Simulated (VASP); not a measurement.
Crystal: Al.

```
Al
1.0
     0.00000    2.02230    2.02230
     2.02230    0.00000    2.02230
     2.02230    2.02230    0.00000
Al
1
Direct
  0.00000 0.00000 0.00000
```

Base run:

```yaml
Program: VASP 6.6.1
Functional: r2SCAN
Potentials_or_basis: VASP PAW PBE potentials, release 64 (Al)
Cutoff: 520 eV
k_mesh: 18 × 18 × 18
Occupations: gaussian, width 0.05 eV
Spin: no spin polarisation
```

Its results: pressure -3.6 GPa.

Task: The run is repeated on the same cell with these changes: functional from r2SCAN to PBE; k mesh from 18 × 18 × 18 to 8 × 8 × 8. What comes out?

Result: Pressure -0.1 GPa.

Several settings changed at once, so the effect can't be laid on one alone.

Caveats: the PAW data sets were made with another functional, which shifts forces and pressure a little (some runs).
